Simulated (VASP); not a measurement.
# PbF2 (P1) in VASP: a series of runs

Runs on PbF2. Level: PBE+D3(BJ). Tasks: single point.

Program: VASP 6.6.1. These are calculated values, not measurements. Logs are shortened: lines on timing, memory, paths and dates and some standing lists are left out, and cuts for length are marked.

### 1 The cell of the first run

The typed cell holds 24 atoms: a = 8.366 Å, b = 8.366 Å, c = 8.366 Å, α = 60.00°, β = 60.00°, γ = 60.00°.

### 2 Single point, PBE+D3(BJ)

Input file INCAR:

```
PREC = Accurate
ENCUT = 520
EDIFF = 1E-7
ISMEAR = -1
SIGMA = 0.05
LREAL = Auto
LASPH = True
NELM = 100
ALGO = Normal
ISIF = 2
LWAVE = False
LCHARG = True
GGA = PE
IVDW = 12
LELF = True
LVHAR = True
NBANDS = 130
```

Input file KPOINTS:

```
Automatic mesh
0
Gamma
  1 1 1
```

Input file POSCAR:

```
PbF2
1.0
    0.0000000000      5.9158970000      5.9158970000
    5.9158970000      0.0000000000      5.9158970000
    5.9158970000      5.9158970000      0.0000000000
Pb F
8 16
Direct
   -0.0075305571      0.0117226517     -0.0095420863
    0.0127706754      0.0101337126      0.4923260158
    0.0028229024      0.4986395132      0.0071671295
   -0.0079277918      0.4837981459      0.5126526037
    0.5083590874     -0.0109366340     -0.0001859397
    0.5209522749      0.0088067794      0.5002284523
    0.4996030188      0.4930782263     -0.0092462732
    0.4760901010      0.5141063139      0.4889368425
    0.3707721754      0.3668505385      0.4006577532
    0.1266840853      0.1390575258      0.1204804614
    0.3798409607      0.3522035627      0.8880986265
    0.1007285962      0.1145895542      0.6579222052
    0.3816919057      0.8745503852      0.3679154657
    0.1491658830      0.5904514565      0.1390913331
    0.3553307301      0.8621684928      0.8778212332
    0.1194577931      0.6170323790      0.6437907895
    0.8509444975      0.3676365562      0.4132593924
    0.6207258172      0.1056052869      0.1536453390
    0.8678988157      0.3903719081      0.8687101888
    0.6411876339      0.1194239859      0.6305890721
    0.8855292781      0.8708231398      0.3732147466
    0.6057323175      0.6346712933      0.1299126743
    0.8661577441      0.8680340445      0.8959080931
    0.6220781058      0.6246305505      0.6317976800
```

Potentials or basis: VASP PAW PBE potentials, release 64 (Pb_d, F).

Run with:

```sh
$ cat potpaw_PBE.64/Pb_d/POTCAR potpaw_PBE.64/F/POTCAR > POTCAR
$ mpirun -np 1 vasp_gam > vasp.out
```

OUTCAR:

```text
PREC = Accurate
   ENCUT = 520
   EDIFF = 1E-7
   ISMEAR = -1
   LREAL = Auto
   LASPH = True
   NELM = 100
   ISIF = 2
   GGA = PE
   IVDW = 12
 IVDW          = 12

 ion  position               nearest neighbor table
   1  0.992  0.012  0.990-  12 2.27  15 2.49  23 2.50  18 2.56  19 2.59  21 2.62  10 2.68  14 2.88
                             4 3.97   7 4.08   2 4.09   5 4.11   6 4.11
   2  0.013  0.010  0.492-  17 2.47  12 2.47  13 2.52  10 2.54  20 2.54  21 2.64  16 2.69  23 2.76
                             4 3.96   8 4.02   3 4.07   6 4.09   1 4.09   5 4.14
   3  0.003  0.499  0.007-  10 2.46  16 2.48  23 2.53  14 2.54  11 2.58  19 2.61  22 2.71  17 2.78
                             7 4.07   2 4.07   5 4.12   4 4.12
   4  0.992  0.484  0.513-  19 2.44  17 2.44  12 2.53  24 2.53  14 2.56   9 2.59  21 2.65  16 2.68
                             2 3.96   1 3.97   7 4.06   8 4.08   3 4.12
   5  0.508  0.989  1.000-  22 2.43  23 2.45  11 2.48  13 2.52  20 2.53  10 2.61  18 2.62  15 2.75
                             8 4.04   6 4.05   1 4.11   3 4.12   2 4.14
   6  0.521  0.009  0.500-  18 2.38   9 2.46  20 2.47  21 2.50  15 2.62  24 2.63  13 2.77  12 2.88
                             8 4.01   5 4.05   2 4.09   1 4.11
   7  0.500  0.493  0.991-  14 2.40  24 2.45  11 2.49  19 2.52  15 2.53  22 2.65  18 2.66   9 2.80
                             4 4.06   3 4.07   1 4.08
   8  0.476  0.514  0.489-   9 2.34  16 2.45  22 2.45  13 2.47  17 2.59  20 2.72  24 2.73  11 2.74
                             6 4.01   2 4.02   5 4.04   4 4.08
   9  0.371  0.367  0.401-   8 2.34   6 2.46   4 2.59   7 2.80
  10  0.127  0.139  0.120-   3 2.46   2 2.54   5 2.61   1 2.68
  11  0.380  0.352  0.888-   5 2.48   7 2.49   3 2.58   8 2.74
  12  0.101  0.115  0.658-   1 2.27   2 2.47   4 2.53   6 2.88
  13  0.382  0.875  0.368-   8 2.47   5 2.52   2 2.52   6 2.77
  14  0.149  0.590  0.139-   7 2.40   3 2.54   4 2.56   1 2.88
[... 8 lines left out ...]
  23  0.866  0.868  0.896-   5 2.45   1 2.50   3 2.53   2 2.76
  24  0.622  0.625  0.632-   7 2.45   4 2.53   6 2.63   8 2.73

  LATTYP: Found a face centered cubic cell.
 ALAT       =    11.8317940000

  Lattice vectors:

 A1 = (   0.0000000000,   5.9158970000,   5.9158970000)
 A2 = (   5.9158970000,   0.0000000000,   5.9158970000)
 A3 = (   5.9158970000,   5.9158970000,   0.0000000000)

Analysis of symmetry for initial positions (statically):
=====================================================================
 Subroutine PRICEL returns:
 Original cell was already a primitive cell.

 Routine SETGRP: Setting up the symmetry group for a
 face centered cubic supercell.

 Subroutine GETGRP returns: Found  1 space group operations
 (whereof  1 operations were pure point group operations)
[... 144 lines left out ...]
   POTIM  = 0.5000    time-step for ionic-motion
   TEBEG  =    0.0;   TEEND  =   0.0 temperature during run
   PSTRESS=    0.0 pullay stress
   NELECT =     224.0000    total number of electrons
   NUPDOWN=      -1.0000    fix difference up-down
   EMIN   =  10.00;   EMAX   =-10.00  energy-range for DOS
   EFERMI =   0.00;   METHOD = LEGACY
   ISMEAR =    -1;   SIGMA  =   0.05  broadening in eV -4-tet -1-fermi 0-gaus
   EFERMI_NEDOS =   21; number of points for ismear=-14 and -15
   IALGO  =     38    algorithm
   IMIX   =      4    mixing-type and parameters
     AMIX     =   0.40;   BMIX     =  1.00
     AMIX_MAG =   1.60;   BMIX_MAG =  1.00
  volume/ion in A,a.u.               =      17.25       116.43
  Fermi-wavevector in a.u.,A,eV,Ry     =   1.333911  2.520727 24.209104  1.779319
  Thomas-Fermi vector in A             =   2.462733
   LORBIT       =      0    0 simple, 1 ext, 2 COOP (PROOUT), +10 PAW based schemes
   GGA     = PE    functional components
   LHFCALC =     F    Hartree Fock is set to
   AEXX    =    0.0000 exact exchange contribution
   IVDW    =    12    specifies the selected vdW correction
   LEPSILON=     F    determine dielectric tensor
   LRPA    =     F    only Hartree local field effects (RPA)
 non-spin polarized calculation
  energy-cutoff  :      520.00
  volume of cell :      414.09
 maximum number of plane-waves:      5557
 NGX is ok and might be reduce to    64
   NGX = 31   NGY = 31   NGZ = 31

 number of electron     223.9999994 magnetization

 Free energy of the ion-electron system (eV)
  ---------------------------------------------------
  ext. energy  EPLUGINS =         0.00000000
  ---------------------------------------------------
  free energy    TOTEN  =      -113.26578552 eV

  energy without entropy =     -113.26578552  energy(sigma->0) =     -113.26578552

 E-fermi :   3.4075     XC(G=0):  -9.4286

 val. band max:        2.1016328771   @ k =   0.0000   0.0000   0.0000
 cond. band min:       6.3170387482   @ k =   0.0000   0.0000   0.0000
 fundamental gap:      4.2154058712
 Fermi energy:         3.4074687828

 k-point     1 :       0.0000    0.0000    0.0000
  band No.  band energies     occupation
      1     -19.5341      2.00000
      2     -19.2544      2.00000
      3     -19.1241      2.00000
      4     -19.0485      2.00000
      5     -19.0009      2.00000
      6     -18.9602      2.00000
[... 116 lines left out ...]
    123       9.3625      0.00000
    124       9.3739      0.00000
 [bands above 124 left out]

------------------------ aborting loop because EDIFF is reached ----------------------------------------

 Edisp (eV)   -3.70480

 E8    (eV) :    -1.5953

  FORCE on cell =-STRESS in cart. coord.  units (eV):
  Direction    XX          YY          ZZ          XY          YZ          ZX
  --------------------------------------------------------------------------------------
  -------------------------------------------------------------------------------------
  Total       8.37217     8.16207     8.84002     0.24941    -0.90483    -0.85030
  in kB      32.39342    31.58050    34.20362     0.96503    -3.50093    -3.28996
  external pressure =       32.73 kB  Pullay stress =        0.00 kB

 VOLUME and BASIS-vectors are now :
 -----------------------------------------------------------------------------
  energy-cutoff  :      520.00
  volume of cell :      414.09
      direct lattice vectors                 reciprocal lattice vectors
     0.000000000  5.915897000  5.915897000    -0.084518037  0.084518037  0.084518037
     5.915897000  0.000000000  5.915897000     0.084518037 -0.084518037  0.084518037
     5.915897000  5.915897000  0.000000000     0.084518037  0.084518037 -0.084518037

 POSITION                                       TOTAL-FORCE (eV/Angst)
 -----------------------------------------------------------------------------------
      5.92880     11.73079      5.94070         0.399911      0.954499     -0.406868
      2.97250      2.98810      0.13550        -0.304315     -0.227597     -0.481175
      2.99230      0.05910      2.96660        -0.085820     -0.045224      0.049422
      5.89490      8.90180      8.73110         0.375404     -0.444628      0.516128
     11.76599      8.92220      8.85860         0.206976     -0.261398     -0.057437
      3.01140      6.04120      3.13400        -0.353184      0.322615     -0.515172
[... 16 lines left out ...]
     10.43530     10.42420     10.25930        -0.125872      0.105284      0.257120
      7.43290      7.41780      7.37540         0.043106     -0.013390      0.046901
 -----------------------------------------------------------------------------------
    total drift:                                0.006175     -0.003393     -0.004119

  FREE ENERGIE OF THE ION-ELECTRON SYSTEM (eV)
  ---------------------------------------------------
  free  energy   TOTEN  =      -116.9705874604 eV

  energy  without entropy=     -116.9705874603  energy(sigma->0) =     -116.97058746
```

OSZICAR:

```text
N       E                     dE             d eps       ncg     rms          rms(c)
DAV:   1     0.512964325937E+04    0.51296E+04   -0.10597E+05   268   0.245E+03
DAV:   2     0.121835434453E+04   -0.39113E+04   -0.37804E+04   284   0.779E+02
DAV:   3     0.243750391073E+02   -0.11940E+04   -0.11230E+04   308   0.380E+02
DAV:   4    -0.125363167552E+03   -0.14974E+03   -0.14824E+03   360   0.142E+02
DAV:   5    -0.128730331597E+03   -0.33672E+01   -0.33568E+01   360   0.254E+01    0.226E+01
DAV:   6    -0.113002044922E+03    0.15728E+02   -0.69665E+01   352   0.305E+01    0.730E+00
DAV:   7    -0.113286181676E+03   -0.28414E+00   -0.66382E+00   304   0.646E+00    0.463E+00
DAV:   8    -0.113270595537E+03    0.15586E-01   -0.97092E-01   304   0.501E+00    0.119E+00
DAV:   9    -0.113255429523E+03    0.15166E-01   -0.20643E-01   368   0.197E+00    0.301E-01
DAV:  10    -0.113262521965E+03   -0.70924E-02   -0.17611E-02   344   0.485E-01    0.135E-01
DAV:  11    -0.113265452480E+03   -0.29305E-02   -0.31100E-03   328   0.190E-01    0.619E-02
DAV:  12    -0.113265692591E+03   -0.24011E-03   -0.61374E-04   360   0.137E-01    0.265E-02
DAV:  13    -0.113265755109E+03   -0.62517E-04   -0.12209E-04   288   0.476E-02    0.159E-02
DAV:  14    -0.113265781934E+03   -0.26825E-04   -0.49287E-05   320   0.330E-02    0.704E-03
DAV:  15    -0.113265785138E+03   -0.32044E-05   -0.85551E-06   360   0.140E-02    0.560E-03
DAV:  16    -0.113265785338E+03   -0.20047E-06   -0.47011E-06   272   0.106E-02    0.227E-03
DAV:  17    -0.113265785579E+03   -0.24052E-06   -0.11827E-06   280   0.501E-03    0.230E-03
DAV:  18    -0.113265785521E+03    0.57989E-07   -0.37253E-07   232   0.338E-03
   1 F= -.11697059E+03 E0= -.11697059E+03  d E =-.219402E-10
```

stdout:

```text
POSCAR found type information on POSCAR PbF
 POSCAR found :  2 types and      24 ions
 scaLAPACK will be used
 LDA part: xc-table for (Slater+PW92), standard interpolation
 POSCAR, INCAR and KPOINTS ok, starting setup
 FFT: planning ... GRIDC
 FFT: planning ... GRID_SOFT
 FFT: planning ... GRID
 WAVECAR not read
 entering main loop
```

It took 98 s on 1 thread of Intel Xeon Platinum 8488C (Sapphire Rapids), shared host; peak memory 0.53 GiB.

What came out:

```yaml
Free_energy: -116.9706 eV
Pressure: 3.3 GPa
Largest_force: 1.112 eV/Å
Band_gap_on_the_k_mesh: 4.22 eV
Dispersion_energy_per_atom: -0.154 eV
```

Forces in eV/Å, atoms in the order of the input:
```
Pb   0.400  0.954 -0.407
Pb  -0.304 -0.228 -0.481
Pb  -0.086 -0.045  0.049
Pb   0.375 -0.445  0.516
Pb   0.207 -0.261 -0.057
Pb  -0.353  0.323 -0.515
Pb   0.180 -0.164  0.121
Pb   0.331  0.752  0.344
F   -0.298 -0.226 -0.198
F    0.067  0.040 -0.356
F    0.257 -0.325  0.266
F   -0.565 -0.474  0.697
F    0.313  0.026 -0.089
F    0.193 -0.485 -0.251
F    0.134  0.232  0.193
F    0.224 -0.034  0.022
F   -0.412 -0.109  0.315
F   -0.162 -0.414  0.260
F   -0.062  0.501 -0.183
F   -0.193 -0.152 -0.169
F    0.243  0.139 -0.183
F   -0.407  0.304 -0.198
F   -0.126  0.105  0.257
F    0.043 -0.013  0.047
```

Caveat: the k points lie up to 0.92 Å⁻¹ apart; spin-orbit coupling is left out, which moves the levels of the heavy elements; forces of over 1 eV/Å act on the atoms, so gaps and moduli don't describe the material at rest.

### 3 Single point, PBE+D3(BJ)

Input file INCAR:

```
SYSTEM = PbF2
ALGO     = Normal         ! electronic algorithm
EDIFF    = 1E-7           ! SCF threshold, eV
ENCUT    = 520            ! plane-wave cutoff, eV
GGA      = PE             ! functional
ISIF     = 2              ! what is computed and relaxed
ISMEAR   = -1             ! smearing method
IVDW     = 12             ! dispersion correction
LASPH    = .TRUE.         ! aspherical terms in the spheres
LCHARG   = .FALSE.        ! write CHGCAR
LREAL    = Auto         
LWAVE    = .FALSE.        ! write WAVECAR
NBANDS   = 130            ! bands
NELM     = 100            ! most SCF steps
PREC     = Accurate       ! precision mode
SIGMA    = 0.05           ! smearing width, eV
```

Input file KPOINTS:

```
k-points
0
G
  1 1 1
  0 0 0
```

Input file POSCAR:

```
PbF2
1.0
    0.0000000000      5.9158970000      5.9158970000
    5.9158970000      0.0000000000      5.9158970000
    5.9158970000      5.9158970000      0.0000000000
Pb F
8 16
Direct
    0.0012170597     -0.0077925630      0.0124410550
    0.0111986399      0.0005662708      0.4974140016
    0.0034821431      0.4979971761      0.0084687073
   -0.0192785642      0.5033809750      0.5083506356
    0.5038880832     -0.0097618332      0.0015128729
    0.5294294339     -0.0099984837      0.5080294670
    0.4890805232      0.4987831938     -0.0080207617
    0.4742560596      0.5189661010      0.4984282181
    0.3712032174      0.3914706426      0.3374636171
    0.1569922532      0.1109975377      0.1148515601
    0.3701720973      0.3841344770      0.8610528547
    0.1649369487      0.1228131592      0.5894710472
    0.3835851097      0.8573425129      0.3786154492
    0.0986240971      0.6318821981      0.1405957541
    0.3974122606      0.8882761143      0.8513586359
    0.1222468883      0.6436555606      0.5715447717
    0.8754631800      0.3856473498      0.3558462901
    0.6478561070      0.1375023940      0.0961054596
    0.8434731031      0.3899324143      0.8677466832
    0.5972805138      0.1471712574      0.6433428439
    0.8998297300      0.8805596176      0.3471324805
    0.6311130839      0.6221203648      0.1038557635
    0.8896537583      0.8761815833      0.8394500445
    0.6235487197      0.6158237711      0.6111921827
```

Potentials or basis: VASP PAW PBE potentials, release 64 (Pb_d, F).

Run with:

```sh
$ cat potpaw_PBE.64/Pb_d/POTCAR potpaw_PBE.64/F/POTCAR > POTCAR
$ mpirun -np 1 vasp_gam > vasp.out
```

Run time: 90 s. Hardware: 1 thread of Intel Xeon Platinum 8488C (Sapphire Rapids), shared host; peak memory 0.51 GiB.

The run converged. Its results:

```
Free energy                : -116.6221 eV
Pressure                   : 3.6 GPa
Largest force              : 1.121 eV/Å
Band gap on the k mesh     : 4.03 eV
Dispersion energy per atom : -0.154 eV
```

Forces in eV/Å, atoms in the order of the input:
```
Pb  -0.334 -0.698  0.635
Pb   0.224 -0.062  0.501
Pb   0.015 -0.419 -0.385
Pb  -0.765  0.497 -0.157
Pb  -0.097  0.280  0.373
Pb   0.396 -1.046 -0.083
Pb   0.162  0.500  0.149
Pb  -1.034  0.220 -0.189
F    0.094  0.534 -0.263
F    0.261 -0.589 -0.239
F    0.232 -0.096 -0.226
F    0.135 -0.049 -0.236
F    0.546 -0.353  0.415
F   -0.315 -0.534  0.200
F    0.007  0.015 -0.410
F    0.495  0.504 -0.004
F   -0.221 -0.044 -0.148
F   -0.035  0.147 -0.401
F   -0.184  0.614  0.353
F   -0.779  0.028  0.072
F    0.472  0.048 -0.290
F    0.201  0.117  0.157
F    0.199  0.612 -0.190
F    0.328 -0.225  0.369
```

Stress tensor (GPa, compression positive):
```
 3.56  0.42 -0.63
 0.42  3.32 -0.48
-0.63 -0.48  3.84
```

Levels at points of the mesh, in eV from the valence-band top:
```tsv
k point	band 109	band 110	band 111	band 112	band 113	band 114	band 115	band 116
(0.00, 0.00, 0.00)	-0.34	-0.19	-0.06	0.00	4.03	4.07	4.14	4.52
```

Caveat: the k points lie up to 0.92 Å⁻¹ apart; spin-orbit coupling is left out, which moves the levels of the heavy elements; forces of over 1 eV/Å act on the atoms, so gaps and moduli don't describe the material at rest.

### 4 Single point, PBE+D3(BJ)

Input file INCAR:

```
SYSTEM = PbF2
PREC = Accurate
ENCUT = 520
EDIFF = 1E-7
ISMEAR = -1
SIGMA = 0.05
LREAL = Auto
LASPH = .TRUE.
NELM = 100
ALGO = Normal
ISIF = 2
LWAVE = .FALSE.
LCHARG = .TRUE.
GGA = PE
IVDW = 12
LELF = .TRUE.
LVHAR = .TRUE.
NBANDS = 130
```

Input file KPOINTS:

```
regular mesh
0
G
  1 1 1
  0 0 0
```

Input file POSCAR:

```
PbF2
1.0
    0.0000000000      5.9158970000      5.9158970000
    5.9158970000      0.0000000000      5.9158970000
    5.9158970000      5.9158970000      0.0000000000
Pb F
8 16
Direct
    0.0137172774     -0.0050288232     -0.0022904388
    0.0056458049      0.0067445393      0.5025273429
   -0.0175121372      0.4988592601      0.0006592407
    0.0019439148      0.5000594162      0.4927063470
    0.5105481045      0.0020537883     -0.0062965937
    0.4888354209      0.0080630207      0.4936698526
    0.4959433878      0.4958588698      0.0110296038
    0.5078097201      0.4877113310      0.4976337485
    0.3707130128      0.3729780961      0.3902028720
    0.0883128966      0.1381954419      0.1409000191
    0.3808467254      0.3940653463      0.8583398257
    0.0728968067      0.1397505738      0.6543470922
    0.3619822996      0.9325973728      0.3386553214
    0.1677091403      0.6037038846      0.1162207523
    0.3746938123      0.8596075963      0.9083237927
    0.1326510587      0.6280619828      0.6354657628
    0.8756153124      0.3910565042      0.3705862357
    0.6102624843      0.1218327500      0.1525297009
    0.9193449446      0.3764010766      0.8411995679
    0.6493689799      0.1223990208      0.6066535641
    0.8463298127      0.8634362633      0.4055175403
    0.5951337557      0.6252728876      0.1505857861
    0.8456621202      0.8825288878      0.9019004219
    0.6327696375      0.6102878397      0.6413059592
```

Run with:

```sh
$ cat potpaw_PBE.64/Pb_d/POTCAR potpaw_PBE.64/F/POTCAR > POTCAR
$ mpirun -np 1 vasp_gam > vasp.out
```

Wall time 96 s (1 thread of Intel Xeon Platinum 8488C (Sapphire Rapids), shared host); peak memory 0.52 GiB.

Results (log left out):

- Free energy: -116.6093 eV
- Pressure: 3.7 GPa
- Largest force: 1.066 eV/Å
- Band gap on the k mesh: 4.03 eV
- Dispersion energy per atom: -0.154 eV

Forces on the atoms (eV/Å):
```
Pb   0.403  0.226 -0.318
Pb  -0.428 -0.246 -0.544
Pb  -0.252  0.204  0.565
Pb   0.665 -0.296  0.181
Pb   0.317 -0.606 -0.090
Pb  -0.209  0.833  0.005
Pb  -0.800 -0.063  0.487
Pb   0.716  0.394 -0.174
F   -0.205  0.241 -0.181
F   -0.087 -0.051  0.037
F    0.033  0.269 -0.660
F   -0.585  0.264  0.115
F    0.088  0.520 -0.441
F    0.532 -0.809 -0.446
F    0.055 -0.531  0.139
F    0.103 -0.247  0.237
F   -0.220  0.010 -0.140
F   -0.279  0.078  0.430
F    0.478  0.412 -0.510
F    0.393 -0.398 -0.138
F   -0.103 -0.216  0.371
F   -0.286 -0.059  0.735
F   -0.403  0.439  0.271
F    0.072 -0.368  0.071
```

Stress tensor (GPa, compression positive):
```
 3.66  0.77 -0.61
 0.77  3.59  0.16
-0.61  0.16  3.94
```

Levels at points of the mesh, in eV from the valence-band top:
```
           k point  band 108  band 109  band 110  band 111  band 112  band 113  band 114  band 115  band 116  band 117
(0.00, 0.00, 0.00)     -0.43     -0.30     -0.26     -0.04      0.00      4.03      4.13      4.19      4.50      4.65
```

Caveat: the k points lie up to 0.92 Å⁻¹ apart; spin-orbit coupling is left out, which moves the levels of the heavy elements; forces of over 1 eV/Å act on the atoms, so gaps and moduli don't describe the material at rest. A k mesh can miss the band edges.

[end of part 1 of 2]
